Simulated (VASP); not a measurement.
# TiO2 (R-3m) in VASP: single point with r2SCAN

Aim: the single point of TiO2 with r2SCAN.

All numbers are computed with VASP 6.6.1; they aren't measurements. Logs are shortened: lines on timing, memory, paths and dates and some standing lists are left out, and cuts for length are marked.

## 1. The cell of the first run

Symmetry: R-3m, No. 166, trigonal system. Conventional cell: a = 2.995 Å, b = 2.995 Å, c = 20.945 Å, α = 90.00°, β = 90.00°, γ = 120.00°. Ti (site symmetry -3m) has 6 O at 1.98 Å within 2.6 Å. Within 2.6 Å of O (site symmetry 3m) lie 3 Ti at 1.98 Å and 3 O at 2.60 Å.

## 2. Single point, r2SCAN

POSCAR

```
TiO2
1.0
    7.1924470000      0.0000000000      0.0000000000
    6.5690148859      2.9290505761      0.0000000000
    6.5690148859      1.3981782601      2.5737977446
Ti O
1 2
Direct
    0.0000000000      0.0000000000      0.0000000000
    0.6204670000      0.6204670000      0.6204670000
    0.3795330000      0.3795330000      0.3795330000
```

INCAR.step1

```
  PREC = Accurate
  ENCUT = 520
  ISMEAR = 0
  SIGMA = 0.01
  LREAL = False
  LASPH = True
  NELM = 80
  NBANDS = 19
  GGA = PE
  ALGO = Normal
  EDIFF = 1E-4
  LWAVE = True
  LCHARG = False
```

INCAR.step2

```
  PREC = Accurate
  ENCUT = 520
  EDIFF = 1E-7
  ISMEAR = 0
  SIGMA = 0.01
  LREAL = False
  LASPH = True
  NELM = 80
  ALGO = Normal
  ISIF = 2
  LWAVE = False
  LCHARG = False
  METAGGA = R2SCAN
  LMIXTAU = True
  NBANDS = 19
  ISTART = 1
```

KPOINTS

```
regular mesh
0
Gamma
  8 8 8
```

Potentials or basis: VASP PAW PBE potentials, release 64 (Ti_sv, O).

Launch:

```bash
$ cat potpaw_PBE.64/Ti_sv/POTCAR potpaw_PBE.64/O/POTCAR > POTCAR
$ cp INCAR.step1 INCAR
$ mpirun -np 1 vasp_std > vasp.out
$ cp INCAR.step2 INCAR
$ mpirun -np 1 vasp_std > vasp.out
```

OUTCAR:

```text
PREC = Accurate
   ENCUT = 520
   EDIFF = 1E-7
   ISMEAR = 0
   LREAL = False
   LASPH = True
   NELM = 80
   ISIF = 2
   METAGGA = R2SCAN
   ISTART = 1

 ion  position               nearest neighbor table
   1  0.000  0.000  0.000-   2 1.98   3 1.98   2 1.98   3 1.98   2 1.98   3 1.98
   2  0.620  0.620  0.620-   1 1.98   1 1.98   1 1.98
   3  0.380  0.380  0.380-   1 1.98   1 1.98   1 1.98

  LATTYP: Found a trigonal (rhomboedric) cell.
 ALAT       =     7.1924470000
 COS(alpha) =     0.9133212780

  Lattice vectors:

 A1 = (   7.1924470000,   0.0000000000,   0.0000000000)
 A2 = (   6.5690148859,   2.9290505761,   0.0000000000)
 A3 = (   6.5690148859,   1.3981782601,   2.5737977446)

Analysis of symmetry for initial positions (statically):
=====================================================================
 Subroutine PRICEL returns:
 Original cell was already a primitive cell.

 Routine SETGRP: Setting up the symmetry group for a
 trigonal (rhombohedral) supercell.

 Subroutine GETGRP returns: Found 12 space group operations
 (whereof 12 operations were pure point group operations)
 out of a pool of 12 trial point group operations.

The static configuration has the point symmetry D_3d.

Analysis of symmetry for dynamics (positions and initial velocities):
=====================================================================
 Subroutine PRICEL returns:
 Original cell was already a primitive cell.

 Routine SETGRP: Setting up the symmetry group for a
 trigonal (rhombohedral) supercell.

 Subroutine GETGRP returns: Found 12 space group operations
 (whereof 12 operations were pure point group operations)
 out of a pool of 12 trial point group operations.

The dynamic configuration has the point symmetry D_3d.

 Subroutine INISYM returns: Found 12 space group operations
 (whereof 12 operations are pure point group operations),
 and found     1 'primitive' translations

----------------------------------------------------------------------------------------

                                     Primitive cell

  volume of cell :      54.2223

  direct lattice vectors                    reciprocal lattice vectors
     7.192447000  0.000000000  0.000000000     0.139034740 -0.311814786 -0.185464699
     6.569014886  2.929050576  0.000000000     0.000000000  0.341407556 -0.185464699
     6.569014886  1.398178260  2.573797745     0.000000000  0.000000000  0.388530918

  length of vectors
     7.192447000  7.192447000  7.192447000     0.388530918  0.388530918  0.388530918

  position of ions in fractional coordinates (direct lattice)
     0.000000000  0.000000000  0.000000000
     0.620467000  0.620467000  0.620467000
     0.379533000  0.379533000  0.379533000

  ion indices of the primitive-cell ions
   primitive index   ion index
                 1           1
                 2           2
                 3           3

----------------------------------------------------------------------------------------

 KPOINTS: regular mesh

Automatic generation of k-mesh.
 Grid dimensions read from file:
 generate k-points for:    8    8    8

 Generating k-lattice:

  Cartesian coordinates                     Fractional coordinates (reciprocal lattice)
     0.017379343 -0.038976848 -0.023183087     0.125000000  0.000000000  0.000000000
     0.000000000  0.042675945 -0.023183087     0.000000000  0.125000000  0.000000000
     0.000000000  0.000000000  0.048566365     0.000000000  0.000000000  0.125000000

  Length of vectors
     0.048566365  0.048566365  0.048566365

  Shift w.r.t. Gamma in fractional coordinates (k-lattice)
     0.000000000  0.000000000  0.000000000

 Subroutine IBZKPT returns following result:
 ===========================================

 Found     65 irreducible k-points:

 Following reciprocal coordinates:
            Coordinates               Weight
  0.000000  0.000000  0.000000      1.000000
  0.125000  0.000000  0.000000      6.000000
  0.250000  0.000000  0.000000      6.000000
  0.375000 -0.000000  0.000000      6.000000
  0.500000  0.000000  0.000000      3.000000
  0.125000  0.125000  0.000000      6.000000
[... 16 lines left out ...]
  0.250000  0.125000  0.125000      6.000000
  0.375000  0.125000  0.125000      6.000000
 [... further k-points ...]
   k-points           NKPTS =     65   k-points in BZ     NKDIM =     65   number of bands    NBANDS=     19
   number of dos      NEDOS =    301   number of ions     NIONS =      3
   total plane-waves  NPLWV = 157464
   dimension x,y,z NGX =    54 NGY =   54 NGZ =   54
   dimension x,y,z NGXF=   108 NGYF=  108 NGZF=  108
   ions per type =               1   2
   NGX,Y,Z   is equivalent  to a cutoff of  12.48, 12.48, 12.48 a.u.
   NGXF,Y,Z  is equivalent  to a cutoff of  24.96, 24.96, 24.96 a.u.
 SYSTEM =  unknown system
   PREC   = accura    normal or accurate (medium, high low for compatibility)
   ISTART =      1    job   : 0-new  1-cont  2-samecut
   ICHARG =      0    charge: 1-file 2-atom 10-const
   ISPIN  =      1    spin polarized calculation?
   LNONCOLLINEAR =      F non collinear calculations
   LSORBIT =      F    spin-orbit coupling
   LASPH  =      T    aspherical Exc in radial PAW
   ENCUT  =  520.0 eV  38.22 Ry    6.18 a.u.  13.37 13.37 13.37*2*pi/ulx,y,z
   NELM   =     80;   NELMIN=  2; NELMDL=  0     # of ELM steps
   EDIFF  = 0.1E-06   stopping-criterion for ELM
   LREAL  =      F    real-space projection
   EDIFFG = 0.1E-05   stopping-criterion for IOM
   NSW    =      0    number of steps for IOM
   IBRION =     -1    ionic relax: 0-MD 1-quasi-New 2-CG
   NFREE  =      0    steps in history (QN), initial steepest desc. (CG)
   ISIF   =      2    stress and relaxation
   ISYM   =      2    0-nonsym 1-usesym 2-fastsym
   POTIM  = 0.5000    time-step for ionic-motion
   TEBEG  =    0.0;   TEEND  =   0.0 temperature during run
   PSTRESS=    0.0 pullay stress
   NELECT =      24.0000    total number of electrons
   NUPDOWN=      -1.0000    fix difference up-down
   EMIN   =  10.00;   EMAX   =-10.00  energy-range for DOS
   EFERMI =   0.00;   METHOD = LEGACY
   ISMEAR =     0;   SIGMA  =   0.01  broadening in eV -4-tet -1-fermi 0-gaus
   EFERMI_NEDOS =   21; number of points for ismear=-14 and -15
   IALGO  =     38    algorithm
   IMIX   =      4    mixing-type and parameters
     AMIX     =   0.40;   BMIX     =  1.00
     AMIX_MAG =   1.60;   BMIX_MAG =  1.00
  volume/ion in A,a.u.               =      18.07       121.97
  Fermi-wavevector in a.u.,A,eV,Ry     =   1.247630  2.357679 21.178576  1.556581
  Thomas-Fermi vector in A             =   2.381754
   LORBIT       =      0    0 simple, 1 ext, 2 COOP (PROOUT), +10 PAW based schemes
   METAGGA = R2SCAN    functional components
   LHFCALC =     F    Hartree Fock is set to
   AEXX    =    0.0000 exact exchange contribution
   IVDW    =     0    specifies the selected vdW correction
   LEPSILON=     F    determine dielectric tensor
   LRPA    =     F    only Hartree local field effects (RPA)
 non-spin polarized calculation
 Gauss-broadening in eV      SIGMA  =   0.01
  energy-cutoff  :      520.00
  volume of cell :       54.22
 maximum number of plane-waves:      1507
 NGX is ok and might be reduce to    54
   NGX = 27   NGY = 27   NGZ = 27

 number of electron      24.0000006 magnetization

 Free energy of the ion-electron system (eV)
  ---------------------------------------------------
  ext. energy  EPLUGINS =         0.00000000
  ---------------------------------------------------
  free energy    TOTEN  =       -34.37196863 eV

  energy without entropy =      -34.37196863  energy(sigma->0) =      -34.37196863

 E-fermi :  -1.3075     XC(G=0):  -7.9017

 val. band max:       -1.4928899456   @ k =  -0.1250   0.1250  -0.0000
 cond. band min:       1.6074123052   @ k =   0.1250   0.1250   0.1250
 fundamental gap:      3.1003022508
 Fermi energy:        -1.3075303601

 k-point     1 :       0.0000    0.0000    0.0000
  band No.  band energies     occupation
      1     -60.0582      2.00000
      2     -35.2640      2.00000
      3     -34.9960      2.00000
      4     -34.9960      2.00000
      5     -19.8697      2.00000
      6     -18.1410      2.00000
[... 11 lines left out ...]
     18       6.4270      0.00000
     19       9.7377      0.00000

 k-point     2 :       0.1250    0.0000    0.0000
  band No.  band energies     occupation
      1     -60.0480      2.00000
      2     -35.2447      2.00000
      3     -35.0844      2.00000
      4     -35.0122      2.00000
      5     -19.6760      2.00000
      6     -18.2437      2.00000
[... 11 lines left out ...]
     18       6.8991      0.00000
     19      10.2598      0.00000

 k-point     3 :       0.2500    0.0000    0.0000
  band No.  band energies     occupation
      1     -60.0234      2.00000
      2     -35.2959      2.00000
      3     -35.1939      2.00000
      4     -35.0512      2.00000
      5     -19.2282      2.00000
      6     -18.4573      2.00000
[... 11 lines left out ...]
     18       8.0659      0.00000
     19      11.2630      0.00000

 k-point     4 :       0.3750   -0.0000    0.0000
  band No.  band energies     occupation
      1     -59.9986      2.00000
      2     -35.4960      2.00000
      3     -35.1466      2.00000
      4     -35.0898      2.00000
      5     -18.9923      2.00000
      6     -18.4329      2.00000
[... 11 lines left out ...]
     18       9.6347      0.00000
     19      12.3889      0.00000

 k-point     5 :       0.5000    0.0000    0.0000
  band No.  band energies     occupation
      1     -59.9883      2.00000
      2     -35.5773      2.00000
      3     -35.1264      2.00000
      4     -35.1057      2.00000
      5     -19.0277      2.00000
      6     -18.2799      2.00000
[... 11 lines left out ...]
     18      11.2981      0.00000
     19      11.6951      0.00000

 k-point     6 :       0.1250    0.1250    0.0000
  band No.  band energies     occupation
      1     -60.0480      2.00000
      2     -35.2447      2.00000
      3     -35.0844      2.00000
      4     -35.0122      2.00000
      5     -19.6760      2.00000
      6     -18.2437      2.00000
[... 11 lines left out ...]
     18       6.9523      0.00000
     19      10.0891      0.00000

 k-point     7 :       0.2500    0.1250    0.0000
  band No.  band energies     occupation
      1     -60.0306      2.00000
      2     -35.2223      2.00000
      3     -35.2122      2.00000
      4     -35.0492      2.00000
      5     -19.3471      2.00000
      6     -18.4095      2.00000
[... 11 lines left out ...]
     18       7.8118      0.00000
     19      10.7334      0.00000

 k-point     8 :       0.3750    0.1250    0.0000
  band No.  band energies     occupation
      1     -60.0059      2.00000
      2     -35.4046      2.00000
      3     -35.1672      2.00000
      4     -35.1073      2.00000
      5     -18.9363      2.00000
      6     -18.5694      2.00000
[... 256 lines left out ...]
 k-point    20 :      -0.3750    0.3750    0.0000
  band No.  band energies     occupation
      1     -59.9811      2.00000
      2     -35.4621      2.00000
      3     -35.2968      2.00000
      4     -35.1149      2.00000
      5     -18.7301      2.00000
      6     -18.5001      2.00000
[... 11 lines left out ...]
     18      12.2171      0.00000
     19      13.2351      0.00000

 k-point    21 :       0.5000    0.5000    0.0000
  band No.  band energies     occupation
      1     -59.9883      2.00000
      2     -35.5774      2.00000
      3     -35.1264      2.00000
      4     -35.1057      2.00000
      5     -19.0280      2.00000
      6     -18.2796      2.00000
[... 11 lines left out ...]
     18      11.3476      0.00000
     19      12.0762      0.00000

 k-point    22 :       0.1250    0.1250    0.1250
  band No.  band energies     occupation
      1     -60.0582      2.00000
      2     -35.2640      2.00000
      3     -34.9960      2.00000
      4     -34.9960      2.00000
      5     -19.8697      2.00000
      6     -18.1410      2.00000
[... 11 lines left out ...]
     18       6.4994      0.00000
     19       9.4527      0.00000

 k-point    23 :       0.2500    0.1250    0.1250
  band No.  band energies     occupation
      1     -60.0480      2.00000
      2     -35.2447      2.00000
      3     -35.0844      2.00000
      4     -35.0122      2.00000
      5     -19.6759      2.00000
      6     -18.2438      2.00000
[... 11 lines left out ...]
     18       6.9954      0.00000
     19       9.8489      0.00000

 k-point    24 :       0.3750    0.1250    0.1250
  band No.  band energies     occupation
      1     -60.0234      2.00000
      2     -35.2959      2.00000
      3     -35.1939      2.00000
      4     -35.0512      2.00000
      5     -19.2281      2.00000
      6     -18.4575      2.00000
[... 11 lines left out ...]
     18       8.1158      0.00000
     19      10.9541      0.00000

 [... further k-points ...]
[... 5 lines left out ...]
  --------------------------------------------------------------------------------------
  -------------------------------------------------------------------------------------
  Total       -0.7665544     -0.9394365     -0.9447379      0.0385431      0.0048795      0.0229251
  in kB      -22.6503846    -27.7587583    -27.9154060      1.1388835      0.1441804      0.6773979
  external PRESSURE =     -26.1081830 kB  Pullay stress =       0.0000000 kB

 VOLUME and BASIS-vectors are now :
 -----------------------------------------------------------------------------
  energy-cutoff  :      520.00
  volume of cell :       54.22
      direct lattice vectors                 reciprocal lattice vectors
     7.192447000  0.000000000  0.000000000     0.139034740 -0.311814786 -0.185464699
     6.569014886  2.929050576  0.000000000     0.000000000  0.341407556 -0.185464699
     6.569014886  1.398178260  2.573797745     0.000000000  0.000000000  0.388530918

 POSITION                                       TOTAL-FORCE (eV/Angst)
 -----------------------------------------------------------------------------------
      0.00000      0.00000      0.00000         0.000000      0.000000     -0.000000
     12.61439      2.68490      1.59696         0.345729      0.073586      0.043769
      7.71609      1.64233      0.97684        -0.345729     -0.073586     -0.043769
 -----------------------------------------------------------------------------------
    total drift:                               -0.000000     -0.000000      0.000000

  FREE ENERGIE OF THE ION-ELECTRON SYSTEM (eV)
  ---------------------------------------------------
  free  energy   TOTEN  =       -34.3719686294 eV

  energy  without entropy=      -34.3719686294  energy(sigma->0) =      -34.37196863
```

Wall time 14 min (1 thread of Intel Xeon 6975P-C (Granite Rapids), shared host); peak memory 0.44 GiB.

What came out:

| Property | Result |
| --- | --- |
| Free energy | -34.3720 eV |
| Pressure | -2.6 GPa |
| Largest force | 0.356 eV/Å |
| Band gap on the k mesh | 3.10 eV, indirect (least direct gap 3.30 eV) |

Forces on the atoms (eV/Å):
```
Ti   0.000  0.000  0.000
O    0.346  0.074  0.044
O   -0.346 -0.074 -0.044
```

Stress tensor (GPa, compression positive):
```
-2.27  0.11  0.07
 0.11 -2.78  0.01
 0.07  0.01 -2.79
```

Caveat: the PAW data sets were made with another functional, which shifts forces and pressure a little. A k mesh can miss the band edges.
